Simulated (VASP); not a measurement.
# Ge (R-3) in VASP: further runs

Ge is run at these levels: LDA; tasks: single point.

Everything below comes from runs of VASP 6.6.1. Logs are shortened: lines on timing, memory, paths and dates and some standing lists are left out, and cuts for length are marked.

## 1. The cell of the first run

The structure is trigonal, space group R-3 (No. 148). Conventional cell: a = 9.516 Å, b = 9.516 Å, c = 6.157 Å, α = 90.00°, β = 90.00°, γ = 120.00°. Ge (site symmetry 3) has 4 Ge at 2.40 to 2.66 Å within 3.2 Å. Ge (site symmetry 1) has 4 Ge at 2.40 to 2.54 Å within 3.2 Å.

## 2. Single point, LDA

The input, INCAR:

```
SYSTEM = Ge
PREC = Accurate ; ENCUT = 520
EDIFF = 1E-7 ; ISMEAR = 0
SIGMA = 0.15 ; LREAL = .False.
LASPH = .True. ; NELM = 60
ALGO = Normal ; ISIF = 2
LWAVE = .False. ; LCHARG = .True.
GGA = CA ; LELF = .True.
LVHAR = .True. ; NBANDS = 66
```

The input, KPOINTS:

```
regular mesh
0
Gamma
  9 9 9
  0 0 0
```

The input, POSCAR:

```
Ge
1.0
    4.7581000000      2.7470903158      2.0522333333
   -4.7581000000      2.7470903158      2.0522333333
    0.0000000000     -5.4941806317      2.0522333333
Ge
8
Direct
    0.7160372200      0.7160372200      0.7160372200
    0.2839627800      0.2839627800      0.2839627800
    0.0289443367      0.7253625347      0.5322921797
    0.5322921797      0.0289443367      0.7253625347
    0.7253625347      0.5322921797      0.0289443367
    0.9710556633      0.2746374653      0.4677078203
    0.4677078203      0.9710556633      0.2746374653
    0.2746374653      0.4677078203      0.9710556633
```

Potentials or basis: VASP PAW LDA potentials, release 64 (Ge_d).

On the command line:

```
cat potpaw_LDA.64/Ge_d/POTCAR > POTCAR
mpirun -np 1 vasp_std > vasp.out
```

OUTCAR:

```text
SYSTEM = Ge
   PREC = Accurate
   ENCUT = 520
   EDIFF = 1E-7
   ISMEAR = 0
   LREAL = .False.
   LASPH = .True.
   NELM = 60
   ISIF = 2
   GGA = CA

 ion  position               nearest neighbor table
   1  0.716  0.716  0.716-   3 2.40   4 2.40   5 2.40   2 2.66
   2  0.284  0.284  0.284-   6 2.40   7 2.40   8 2.40   1 2.66
   3  0.029  0.725  0.532-   1 2.40   6 2.44   4 2.54   5 2.54
   4  0.532  0.029  0.725-   1 2.40   7 2.44   3 2.54   5 2.54
   5  0.725  0.532  0.029-   1 2.40   8 2.44   4 2.54   3 2.54
   6  0.971  0.275  0.468-   2 2.40   3 2.44   7 2.54   8 2.54
   7  0.468  0.971  0.275-   2 2.40   4 2.44   6 2.54   8 2.54
   8  0.275  0.468  0.971-   2 2.40   5 2.44   7 2.54   6 2.54

  LATTYP: Found a trigonal (rhomboedric) cell.
 ALAT       =     5.8649537481
 COS(alpha) =    -0.3163395895

  Lattice vectors:

 A1 = (   4.7581000000,   2.7470903158,   2.0522333333)
 A2 = (  -4.7581000000,   2.7470903158,   2.0522333333)
 A3 = (   0.0000000000,  -5.4941806317,   2.0522333333)

Analysis of symmetry for initial positions (statically):
=====================================================================
 Subroutine PRICEL returns:
 Original cell was already a primitive cell.

 Routine SETGRP: Setting up the symmetry group for a
 trigonal (rhombohedral) supercell.

 Subroutine GETGRP returns: Found  6 space group operations
 (whereof  6 operations were pure point group operations)
 out of a pool of 12 trial point group operations.

The static configuration has the point symmetry S_6 .

Analysis of symmetry for dynamics (positions and initial velocities):
=====================================================================
 Subroutine PRICEL returns:
 Original cell was already a primitive cell.

 Routine SETGRP: Setting up the symmetry group for a
 trigonal (rhombohedral) supercell.

 Subroutine GETGRP returns: Found  6 space group operations
 (whereof  6 operations were pure point group operations)
 out of a pool of 12 trial point group operations.

The dynamic configuration has the point symmetry S_6 .

 Subroutine INISYM returns: Found  6 space group operations
 (whereof  6 operations are pure point group operations),
 and found     1 'primitive' translations

----------------------------------------------------------------------------------------

                                     Primitive cell

  volume of cell :     160.9476

  direct lattice vectors                    reciprocal lattice vectors
     4.758100000  2.747090316  2.052233333     0.105083962  0.060670254  0.162424676
    -4.758100000  2.747090316  2.052233333    -0.105083962  0.060670254  0.162424676
     0.000000000 -5.494180632  2.052233333     0.000000000 -0.121340508  0.162424676

  length of vectors
     5.864953748  5.864953748  5.864953748     0.202744406  0.202744406  0.202744406

  position of ions in fractional coordinates (direct lattice)
     0.716037220  0.716037220  0.716037220
     0.283962780  0.283962780  0.283962780
     0.028944337  0.725362535  0.532292180
     0.532292180  0.028944337  0.725362535
     0.725362535  0.532292180  0.028944337
     0.971055663  0.274637465  0.467707820
     0.467707820  0.971055663  0.274637465
     0.274637465  0.467707820  0.971055663

  ion indices of the primitive-cell ions
   primitive index   ion index
                 1           1
                 2           2
                 3           3
                 4           4
                 5           5
                 6           6
                 7           7
                 8           8

----------------------------------------------------------------------------------------

 KPOINTS: regular mesh

Automatic generation of k-mesh.
 Grid dimensions read from file:
 generate k-points for:    9    9    9

 Generating k-lattice:

  Cartesian coordinates                     Fractional coordinates (reciprocal lattice)
     0.011675996  0.006741139  0.018047186     0.111111111  0.000000000  0.000000000
    -0.011675996  0.006741139  0.018047186     0.000000000  0.111111111  0.000000000
     0.000000000 -0.013482279  0.018047186     0.000000000  0.000000000  0.111111111

  Length of vectors
     0.022527156  0.022527156  0.022527156

  Shift w.r.t. Gamma in fractional coordinates (k-lattice)
     0.000000000  0.000000000  0.000000000

 Subroutine IBZKPT returns following result:
 ===========================================

 Found    125 irreducible k-points:

 Following reciprocal coordinates:
            Coordinates               Weight
  0.000000  0.000000  0.000000      1.000000
  0.111111  0.000000  0.000000      6.000000
  0.222222  0.000000  0.000000      6.000000
  0.333333  0.000000  0.000000      6.000000
  0.444444  0.000000  0.000000      6.000000
  0.111111  0.111111  0.000000      6.000000
[... 16 lines left out ...]
  0.444444  0.222222 -0.000000      6.000000
 -0.444444 -0.000000 -0.222222      6.000000
 [... further k-points ...]
   k-points           NKPTS =    125   k-points in BZ     NKDIM =    125   number of bands    NBANDS=     66
   number of dos      NEDOS =    301   number of ions     NIONS =      8
   total plane-waves  NPLWV = 110592
   dimension x,y,z NGX =    48 NGY =   48 NGZ =   48
   dimension x,y,z NGXF=    96 NGYF=   96 NGZF=   96
   ions per type =               8
   NGX,Y,Z   is equivalent  to a cutoff of  13.61, 13.61, 13.61 a.u.
   NGXF,Y,Z  is equivalent  to a cutoff of  27.21, 27.21, 27.21 a.u.
 SYSTEM =  Ge
   PREC   = accura    normal or accurate (medium, high low for compatibility)
   ISTART =      0    job   : 0-new  1-cont  2-samecut
   ICHARG =      2    charge: 1-file 2-atom 10-const
   ISPIN  =      1    spin polarized calculation?
   LNONCOLLINEAR =      F non collinear calculations
   LSORBIT =      F    spin-orbit coupling
   LASPH  =      T    aspherical Exc in radial PAW
   ENCUT  =  520.0 eV  38.22 Ry    6.18 a.u.  10.90 10.90 10.90*2*pi/ulx,y,z
   NELM   =     60;   NELMIN=  2; NELMDL= -5     # of ELM steps
   EDIFF  = 0.1E-06   stopping-criterion for ELM
   LREAL  =      F    real-space projection
   EDIFFG = 0.1E-05   stopping-criterion for IOM
   NSW    =      0    number of steps for IOM
   IBRION =     -1    ionic relax: 0-MD 1-quasi-New 2-CG
   NFREE  =      0    steps in history (QN), initial steepest desc. (CG)
   ISIF   =      2    stress and relaxation
   ISYM   =      2    0-nonsym 1-usesym 2-fastsym
   POTIM  = 0.5000    time-step for ionic-motion
   TEBEG  =    0.0;   TEEND  =   0.0 temperature during run
   PSTRESS=    0.0 pullay stress
   NELECT =     112.0000    total number of electrons
   NUPDOWN=      -1.0000    fix difference up-down
   EMIN   =  10.00;   EMAX   =-10.00  energy-range for DOS
   EFERMI =   0.00;   METHOD = LEGACY
   ISMEAR =     0;   SIGMA  =   0.15  broadening in eV -4-tet -1-fermi 0-gaus
   EFERMI_NEDOS =   21; number of points for ismear=-14 and -15
   IALGO  =     38    algorithm
   IMIX   =      4    mixing-type and parameters
     AMIX     =   0.40;   BMIX     =  1.00
     AMIX_MAG =   1.60;   BMIX_MAG =  1.00
  volume/ion in A,a.u.               =      20.12       135.77
  Fermi-wavevector in a.u.,A,eV,Ry     =   1.450728  2.741478 28.634983  2.104612
  Thomas-Fermi vector in A             =   2.568307
   LORBIT       =      0    0 simple, 1 ext, 2 COOP (PROOUT), +10 PAW based schemes
   GGA     = CA    functional components
   LHFCALC =     F    Hartree Fock is set to
   AEXX    =    0.0000 exact exchange contribution
   IVDW    =     0    specifies the selected vdW correction
   LEPSILON=     F    determine dielectric tensor
   LRPA    =     F    only Hartree local field effects (RPA)
 non-spin polarized calculation
 Gauss-broadening in eV      SIGMA  =   0.15
  energy-cutoff  :      520.00
  volume of cell :      160.95
 maximum number of plane-waves:      4364
 NGX is ok and might be reduce to    48
   NGX = 21   NGY = 21   NGZ = 21

 number of electron     112.0000003 magnetization

 Free energy of the ion-electron system (eV)
  ---------------------------------------------------
  ext. energy  EPLUGINS =         0.00000000
  ---------------------------------------------------
  free energy    TOTEN  =       -40.29731327 eV

  energy without entropy =      -40.28572032  energy(sigma->0) =      -40.29151679

 E-fermi :   5.7202     XC(G=0): -11.0338

 val. band max:        5.7122234812   @ k =   0.4444   0.4444   0.4444
 cond. band min:       5.7279120513   @ k =   0.1111  -0.1111  -0.4444
 fundamental gap:      0.0156885701
 Fermi energy:         5.7201689981

 k-point     1 :       0.0000    0.0000    0.0000
  band No.  band energies     occupation
      1     -19.2504      2.00000
      2     -19.2504      2.00000
      3     -19.2297      2.00000
      4     -19.2297      2.00000
      5     -19.2289      2.00000
      6     -19.1889      2.00000
[... 58 lines left out ...]
     65      11.0489      0.00000
     66      12.1726      0.00000

 k-point     2 :       0.1111    0.0000    0.0000
  band No.  band energies     occupation
      1     -19.2511      2.00000
      2     -19.2496      2.00000
      3     -19.2312      2.00000
      4     -19.2279      2.00000
      5     -19.2256      2.00000
      6     -19.1926      2.00000
[... 58 lines left out ...]
     65      11.1237      0.00000
     66      11.4973      0.00000

 k-point     3 :       0.2222    0.0000    0.0000
  band No.  band energies     occupation
      1     -19.2522      2.00000
      2     -19.2473      2.00000
      3     -19.2324      2.00000
      4     -19.2237      2.00000
      5     -19.2198      2.00000
      6     -19.1985      2.00000
[... 1438 lines left out ...]
     65      10.1759      0.00000
     66      10.5709      0.00000

 k-point    24 :      -0.4444   -0.0000   -0.2222
  band No.  band energies     occupation
      1     -19.2500      2.00000
      2     -19.2413      2.00000
      3     -19.2304      2.00000
      4     -19.2153      2.00000
      5     -19.2129      2.00000
      6     -19.2022      2.00000
[... 58 lines left out ...]
     65      10.1767      0.00000
     66      10.8933      0.00000

 [... further k-points ...]

------------------------ aborting loop because EDIFF is reached ----------------------------------------

  FORCE on cell =-STRESS in cart. coord.  units (eV):
  Direction    XX          YY          ZZ          XY          YZ          ZX
  --------------------------------------------------------------------------------------
  -------------------------------------------------------------------------------------
  Total        4.1594587      4.1594587     -7.3479889      0.0000000      0.0000000     -0.0000000
  in kB       41.4059644     41.4059644    -73.1466736      0.0000003      0.0000000     -0.0000000
  external PRESSURE =       3.2217517 kB  Pullay stress =       0.0000000 kB

 VOLUME and BASIS-vectors are now :
 -----------------------------------------------------------------------------
  energy-cutoff  :      520.00
  volume of cell :      160.95
      direct lattice vectors                 reciprocal lattice vectors
     4.758100000  2.747090316  2.052233333     0.105083962  0.060670254  0.162424676
    -4.758100000  2.747090316  2.052233333    -0.105083962  0.060670254  0.162424676
     0.000000000 -5.494180632  2.052233333     0.000000000 -0.121340508  0.162424676

 POSITION                                       TOTAL-FORCE (eV/Angst)
 -----------------------------------------------------------------------------------
      0.00000     -0.00000      4.40843         0.000000      0.000000     -0.664815
      0.00000     -0.00000      1.74827         0.000000     -0.000000      0.664815
     -3.31363     -0.85236      2.64040         0.037424      0.512376      0.035881
      2.39498     -2.44351      2.64040        -0.462442     -0.223778      0.035881
      0.91865      3.29587      2.64040         0.425019     -0.288598      0.035881
      3.31363      0.85236      3.51630        -0.037424     -0.512376     -0.035881
     -2.39498      2.44351      3.51630         0.462442      0.223778     -0.035881
     -0.91865     -3.29587      3.51630        -0.425019      0.288598     -0.035881
 -----------------------------------------------------------------------------------
    total drift:                                0.000000      0.000000     -0.000000

  FREE ENERGIE OF THE ION-ELECTRON SYSTEM (eV)
  ---------------------------------------------------
  free  energy   TOTEN  =       -40.2973132666 eV

  energy  without entropy=      -40.2857203172  energy(sigma->0) =      -40.29151679
```

Run time: 16 min. Hardware: 1 thread of Intel Xeon 6975P-C (Granite Rapids), shared host; peak memory 0.86 GiB.

What came out:

```yaml
Free_energy: -40.2973 eV
Pressure: 0.3 GPa
Largest_force: 0.665 eV/Å
Band_gap_on_the_k_mesh: zero (bands 56 and 57 overlap by 0.69 eV)
```

Forces on the atoms (eV/Å):
```
Ge   0.000  0.000 -0.665
Ge   0.000  0.000  0.665
Ge   0.037  0.512  0.036
Ge  -0.462 -0.224  0.036
Ge   0.425 -0.289  0.036
Ge  -0.037 -0.512 -0.036
Ge   0.462  0.224 -0.036
Ge  -0.425  0.289 -0.036
```

Caveat: semilocal functionals underestimate gaps, so a narrow gap can read as zero.

## 3. Single point, LDA

This run uses another cell than the first one, of 23.26 Å³/atom.

The input, INCAR:

```
  ALGO = Normal
  EDIFF = 1E-6
  ENCUT = 520
  GGA = CA
  ISIF = 2
  ISMEAR = 0
  KPAR = 4
  LASPH = T
  LCHARG = F
  LREAL = F
  LWAVE = F
  NBANDS = 66
  NELM = 80
  PREC = Accurate
  SIGMA = 0.15
```

The input, KPOINTS:

```
k-points
0
Gamma
  9 9 9
```

The input, POSCAR:

```
Ge
1.0
    4.9777000000      2.8738764349      2.1684000000
   -4.9777000000      2.8738764349      2.1684000000
    0.0000000000     -5.7477528699      2.1684000000
Ge
8
Direct
    0.7160372198      0.7160372198      0.7160372198
    0.2839627802      0.2839627802      0.2839627802
    0.0289443365      0.7253625346      0.5322921793
    0.5322921793      0.0289443365      0.7253625346
    0.7253625346      0.5322921793      0.0289443365
    0.9710556635      0.2746374654      0.4677078207
    0.4677078207      0.9710556635      0.2746374654
    0.2746374654      0.4677078207      0.9710556635
```

Potentials or basis: VASP PAW LDA potentials, release 64 (Ge_d).

On the command line:

```
cat potpaw_LDA.64/Ge_d/POTCAR > POTCAR
mpirun -np 4 vasp_std > vasp.out
```

It took 6.6 min on 4 MPI ranks of Intel Xeon Platinum 8259CL at 2.50GHz (Skylake/Cascade Lake), shared host; peak memory 0.96 GiB.

It converged, with:

| Item | Value |
| --- | --- |
| Free energy | -39.5858 eV |
| Pressure | -7.4 GPa |
| Largest force | 0.734 eV/Å |
| Band gap on the k mesh | zero (bands 56 and 57 overlap by 0.67 eV) |

Forces in eV/Å, atoms in the order of the input:
```
Ge   0.000  0.000 -0.734
Ge   0.000  0.000  0.734
Ge   0.206  0.182 -0.223
Ge  -0.261  0.087 -0.223
Ge   0.055 -0.269 -0.223
Ge  -0.206 -0.182  0.223
Ge   0.261 -0.087  0.223
Ge  -0.055  0.269  0.223
```

Stress tensor (GPa, compression positive):
```
 -4.90   0.00   0.00
  0.00  -4.90   0.00
  0.00   0.00 -12.53
```

Levels at points of the mesh, in eV from the Fermi level:
```
           k point  band 53  band 54  band 55  band 56  band 57  band 58  band 59  band 60
(0.00, 0.00, 0.00)    -2.99    -1.02    -1.02    -0.36     1.29     1.57     1.57     3.42
```

Caveat: the cell stands under tension; semilocal functionals underestimate gaps, so a narrow gap can read as zero.

(Continued in part 2 of 2.)
